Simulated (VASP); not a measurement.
# Cd3Si4P8 (a cell with a defect) in VASP: relaxation of the atoms with PBE

Aim: the relaxation of the atoms of Cd3Si4P8 (a cell with a defect) with PBE.

Everything below comes from runs of VASP 6.6.1. Logs are shortened: lines on timing, memory, paths and dates and some standing lists are left out, and cuts for length are marked.

**1. The cell of the first run**

The cell holds a defect, 15 atoms: a = 6.661 Å, b = 6.661 Å, c = 8.096 Å, α = 90.00°, β = 90.00°, γ = 105.15°.

**2. Relaxation of the atoms, PBE (atoms taken out)**

Input file INCAR:

```
SYSTEM = Cd3Si4P8
PREC     = Accurate       ! precision mode
ENCUT    = 520            ! plane-wave cutoff, eV
EDIFF    = 1E-6           ! SCF threshold, eV
ISMEAR   = 0              ! smearing method
SIGMA    = 0.05           ! smearing width, eV
LREAL    = Auto         
LASPH    = .True.         ! aspherical terms in the spheres
NELM     = 100            ! most SCF steps
ALGO     = Normal         ! electronic algorithm
ISIF     = 2              ! what is computed and relaxed
LWAVE    = .False.        ! write WAVECAR
LCHARG   = .False.        ! write CHGCAR
GGA      = PE             ! functional
IBRION   = 2              ! ionic algorithm
NSW      = 70             ! ionic steps
EDIFFG   = -0.02          ! ionic threshold
LUSENCCL = .False.
```

Input file KPOINTS:

```
Automatic mesh
0
Gamma
  4 4 4
  0 0 0
```

Input file POSCAR:

```
Cd3Si4P8
1.0
    2.8622470520     -2.8622470520      5.2898076000
    2.8622470520     -2.8622470520     -5.2898076000
    5.7244941039      5.7244941039      0.0000000000
Cd Si P
3 4 8
Direct
    0.5000000000      0.0000000000      0.7500000000
    0.5000000000      0.5000000000      0.5000000000
    0.0000000000     -0.5000000000      0.2500000000
    0.0000000000      0.0000000000      0.5000000000
    0.5000000000      0.5000000000      0.0000000000
    0.5000000000      1.0000000000      0.2500000000
    0.0000000000      0.5000000000      0.7500000000
    0.6021980861      0.3521980861      0.2271980861
    0.1021980861      0.8521980861      0.7271980861
    0.6021980861      0.8521980861      0.0228019139
    0.1021980861      0.3521980861      0.5228019139
    0.1478019139      0.8978019139      0.2728019139
    0.6478019139      0.3978019139      0.7728019139
    0.6478019139      0.8978019139      0.4771980861
    0.1478019139      0.3978019139      0.9771980861
```

Potentials or basis: VASP PAW PBE potentials, release 64 (Cd, Si, P).

Run with:

```console
> cat potpaw_PBE.64/Cd/POTCAR potpaw_PBE.64/Si/POTCAR potpaw_PBE.64/P/POTCAR > POTCAR
> mpirun -np 1 vasp_std > vasp.out
```

OUTCAR:

```text
SYSTEM = Cd3Si4P8
   PREC = Accurate
   ENCUT = 520
   EDIFF = 1E-6
   ISMEAR = 0
   LREAL = Auto
   LASPH = .True.
   NELM = 100
   ISIF = 2
   GGA = PE
   IBRION = 2
   NSW = 70
   EDIFFG = -0.02

 ion  position               nearest neighbor table
   1  0.500  0.000  0.750-  10 2.58  14 2.58  13 2.58   9 2.58
   2  0.500  0.500  0.500-   8 2.58  13 2.58  11 2.58  14 2.58
   3  0.000  0.500  0.250-  11 2.58  15 2.58  12 2.58   8 2.58
   4  0.000  0.000  0.500-   9 2.27  12 2.27  11 2.27  14 2.27
   5  0.500  0.500  0.000-   8 2.27  13 2.27  10 2.27  15 2.27
   6  0.500  0.000  0.250-  10 2.27  14 2.27  12 2.27   8 2.27
   7  0.000  0.500  0.750-  11 2.27  15 2.27  13 2.27   9 2.27
   8  0.602  0.352  0.227-   5 2.27   6 2.27   2 2.58   3 2.58
   9  0.102  0.852  0.727-   4 2.27   7 2.27   1 2.58
  10  0.602  0.852  0.023-   6 2.27   5 2.27   1 2.58
  11  0.102  0.352  0.523-   7 2.27   4 2.27   3 2.58   2 2.58
  12  0.148  0.898  0.273-   4 2.27   6 2.27   3 2.58
  13  0.648  0.398  0.773-   5 2.27   7 2.27   2 2.58   1 2.58
  14  0.648  0.898  0.477-   6 2.27   4 2.27   1 2.58   2 2.58
  15  0.148  0.398  0.977-   7 2.27   5 2.27   3 2.58

  LATTYP: Found a base centered orthorhombic cell.
 ALAT       =     8.0956571996
 B/A-ratio  =     1.3068259857
 C/A-ratio  =     1.0000000000

  Lattice vectors:

 A1 = (   2.8622470520,  -2.8622470520,   5.2898076000)
 A2 = (   2.8622470520,  -2.8622470520,  -5.2898076000)
 A3 = (   5.7244941039,   5.7244941039,   0.0000000000)

Analysis of symmetry for initial positions (statically):
=====================================================================
 Subroutine PRICEL returns:
 Original cell was already a primitive cell.

 Routine SETGRP: Setting up the symmetry group for a
 base centered orthorhombic supercell.

 Subroutine GETGRP returns: Found  2 space group operations
 (whereof  2 operations were pure point group operations)
 out of a pool of  8 trial point group operations.

The static configuration has the point symmetry C_2 .

Analysis of symmetry for dynamics (positions and initial velocities):
=====================================================================
 Subroutine PRICEL returns:
 Original cell was already a primitive cell.

 Routine SETGRP: Setting up the symmetry group for a
 base centered orthorhombic supercell.

 Subroutine GETGRP returns: Found  2 space group operations
 (whereof  2 operations were pure point group operations)
 out of a pool of  8 trial point group operations.

The dynamic configuration has the point symmetry C_2 .

 Subroutine INISYM returns: Found  2 space group operations
[... 127 lines left out ...]
   NFREE  =      1    steps in history (QN), initial steepest desc. (CG)
   ISIF   =      2    stress and relaxation
   ISYM   =      2    0-nonsym 1-usesym 2-fastsym
   POTIM  = 0.5000    time-step for ionic-motion
   TEBEG  =    0.0;   TEEND  =   0.0 temperature during run
   PSTRESS=    0.0 pullay stress
   NELECT =      92.0000    total number of electrons
   NUPDOWN=      -1.0000    fix difference up-down
   EMIN   =  10.00;   EMAX   =-10.00  energy-range for DOS
   EFERMI =   0.00;   METHOD = LEGACY
   ISMEAR =     0;   SIGMA  =   0.05  broadening in eV -4-tet -1-fermi 0-gaus
   EFERMI_NEDOS =   21; number of points for ismear=-14 and -15
   IALGO  =     38    algorithm
   IMIX   =      4    mixing-type and parameters
     AMIX     =   0.40;   BMIX     =  1.00
     AMIX_MAG =   1.60;   BMIX_MAG =  1.00
  volume/ion in A,a.u.               =      23.11       155.97
  Fermi-wavevector in a.u.,A,eV,Ry     =   1.052017  1.988024 15.058108  1.106740
  Thomas-Fermi vector in A             =   2.187083
   LORBIT       =      0    0 simple, 1 ext, 2 COOP (PROOUT), +10 PAW based schemes
   GGA     = PE    functional components
   LHFCALC =     F    Hartree Fock is set to
   AEXX    =    0.0000 exact exchange contribution
   IVDW    =     0    specifies the selected vdW correction
   LEPSILON=     F    determine dielectric tensor
   LRPA    =     F    only Hartree local field effects (RPA)
 conjugate gradient relaxation of ions
 non-spin polarized calculation
 Gauss-broadening in eV      SIGMA  =   0.05
  energy-cutoff  :      520.00
  volume of cell :      346.69
 maximum number of plane-waves:      9366
 NGX is ok and might be reduce to    50
   NGX = 25   NGY = 25   NGZ = 31

--------------------------------------- Ionic step        1  -------------------------------------------

 number of electron      91.9999970 magnetization

 Free energy of the ion-electron system (eV)
  ---------------------------------------------------
  ext. energy  EPLUGINS =         0.00000000
  ---------------------------------------------------
  free energy    TOTEN  =       -67.52567736 eV

  energy without entropy =      -67.51329420  energy(sigma->0) =      -67.51948578

------------------------ aborting loop because EDIFF is reached ----------------------------------------

  FORCE on cell =-STRESS in cart. coord.  units (eV):
  Direction    XX          YY          ZZ          XY          YZ          ZX
  --------------------------------------------------------------------------------------
  -------------------------------------------------------------------------------------
  Total       -1.8227696     -1.7415684     -2.6978776      0.0312737      0.0000000      0.0000000
  in kB       -8.4236101     -8.0483532    -12.4677684      0.1445260      0.0000000      0.0000000
  external PRESSURE =      -9.6465773 kB  Pullay stress =       0.0000000 kB
[... 128 lines left out ...]
  FREE ENERGIE OF THE ION-ELECTRON SYSTEM (eV)
  ---------------------------------------------------
  free  energy   TOTEN  =       -67.5574381103 eV

  energy  without entropy=      -67.5476803202  energy(sigma->0) =      -67.55255922

[... ionic steps 4 to 15 ...]

--------------------------------------- Ionic step       16  -------------------------------------------

 number of electron      92.0000001 magnetization

------------------------ aborting loop because EDIFF is reached ----------------------------------------
[... 93 lines left out ...]
--------------------------------------- Ionic step       18  -------------------------------------------

 number of electron      92.0000002 magnetization

 Free energy of the ion-electron system (eV)
  ---------------------------------------------------
  ext. energy  EPLUGINS =         0.00000000
  ---------------------------------------------------
  free energy    TOTEN  =       -67.62006390 eV

  energy without entropy =      -67.61002704  energy(sigma->0) =      -67.61504547

 E-fermi :   3.1907     XC(G=0):  -9.1497

 val. band max:        3.1873809659   @ k =   0.5000   0.0000   0.0000
 cond. band min:       3.2015238417   @ k =  -0.2500   0.2500   0.5000
 fundamental gap:      0.0141428758
 Fermi energy:         3.1907341389

 k-point     1 :       0.0000    0.0000    0.0000
  band No.  band energies     occupation
      1      -9.0245      2.00000
      2      -8.0117      2.00000
      3      -8.0012      2.00000
      4      -6.8042      2.00000
      5      -6.7124      2.00000
      6      -6.5614      2.00000
[... 1423 lines left out ...]
  FREE ENERGIE OF THE ION-ELECTRON SYSTEM (eV)
  ---------------------------------------------------
  free  energy   TOTEN  =       -67.6200638961 eV

  energy  without entropy=      -67.6100270448  energy(sigma->0) =      -67.61504547

 reached required accuracy - stopping structural energy minimisation
```

OSZICAR:

```text
N       E                     dE             d eps       ncg     rms          rms(c)
DAV:   1     0.490465767075E+03    0.49047E+03   -0.40340E+04  2640   0.146E+03
DAV:   2    -0.328520131917E+02   -0.52332E+03   -0.50981E+03  3000   0.301E+02
[... 146 lines left out ...]
DAV:   1    -0.676198528609E+02    0.53410E-04   -0.86413E-02  2640   0.114E+00    0.967E-02
DAV:   2    -0.676200782121E+02   -0.22535E-03   -0.24871E-03  3176   0.183E-01    0.407E-02
DAV:   3    -0.676200667682E+02    0.11444E-04   -0.85661E-05  3194   0.327E-02    0.302E-02
DAV:   4    -0.676200644065E+02    0.23617E-05   -0.25657E-05  2953   0.140E-02    0.199E-02
DAV:   5    -0.676200635643E+02    0.84221E-06   -0.14038E-05  3066   0.116E-02    0.680E-03
DAV:   6    -0.676200638961E+02   -0.33178E-06   -0.25184E-06  1986   0.561E-03
  18 F= -.67620064E+02 E0= -.67615045E+02  d E =-.158539E-03
```

It took 30 min on 1 × NVIDIA H100 80GB with 1 thread of AMD EPYC 7R13 (Zen 3), shared host; peak memory 1.5 GiB.

Results:

```yaml
Free_energy: -67.6201 eV
Energy_gained_by_relaxing: 6.3 meV/atom
Ionic_steps: 18
Pressure_after_relaxing: -2.0 GPa
Largest_force_after_relaxing: 0.013 eV/Å
Band_gap_on_the_k_mesh: zero (bands 46 and 47 overlap by 0.32 eV)
```

Forces on the atoms (eV/Å):
```
Cd   0.008  0.001 -0.002
Cd   0.000  0.000 -0.006
Cd  -0.008 -0.001 -0.002
Si   0.000  0.000  0.000
Si   0.000  0.000  0.003
Si  -0.004  0.000 -0.012
Si   0.004  0.000 -0.012
P    0.007  0.008 -0.003
P   -0.004 -0.004  0.009
P   -0.002 -0.005 -0.002
P    0.001 -0.008  0.010
P    0.004  0.004  0.009
P   -0.007 -0.008 -0.003
P   -0.001  0.008  0.010
P    0.002  0.005 -0.002
```

Stress tensor (GPa, compression positive):
```
-2.02  0.01  0.00
 0.01 -1.56  0.00
 0.00  0.00 -2.40
```

The path:
| step | energy change (eV) | largest force (eV/Å) | pressure (GPa) |
| --- | --- | --- | --- |
| 1 | 0.0000 | 0.3570 | -0.96 |
| 2 | -0.0209 | 0.2465 | -1.04 |
| 3 | -0.0318 | 0.2697 | -1.14 |
| 4 | -0.0482 | 0.2239 | -1.28 |
| 5 | -0.0725 | 0.2585 | -1.68 |
| 6 | -0.0866 | 0.0747 | -1.84 |
| 7 | -0.0882 | 0.0667 | -1.91 |
| 8 | -0.0901 | 0.0457 | -1.95 |
| 9 | -0.0906 | 0.0562 | -1.98 |
| 10 | -0.0919 | 0.0442 | -2.02 |
| 11 | -0.0921 | 0.0482 | -2.04 |
| 12 | -0.0929 | 0.0288 | -2.05 |
| 13 | -0.0934 | 0.0389 | -2.06 |
| 14 | -0.0939 | 0.0269 | -2.05 |
| 15 | -0.0939 | 0.0255 | -2.05 |
| 16 | -0.0942 | 0.0206 | -2.02 |
| 17 | -0.0942 | 0.0215 | -2.01 |
| 18 | -0.0944 | 0.0132 | -1.99 |

Final structure:
```
Cd Si P
1.0
     2.86225   -2.86225    5.28981
     2.86225   -2.86225   -5.28981
     5.72449    5.72449    0.00000
Cd Si P
3 4 8
Direct
  0.49905 0.99776 0.76211
  0.50251 0.49749 0.50000
  0.00224 0.50095 0.23789
  0.99702 0.00298 0.50000
  0.50320 0.49680 0.00000
  0.49244 0.99349 0.24801
  0.00651 0.50756 0.75199
  0.60292 0.34630 0.22690
  0.09571 0.86754 0.73696
  0.61724 0.84717 0.02746
  0.10181 0.35965 0.51868
  0.13246 0.90429 0.26304
  0.65370 0.39708 0.77310
  0.64035 0.89819 0.48132
  0.15283 0.38276 0.97254
```

Caveat: the cell differs from its parent crystal (atoms taken out).
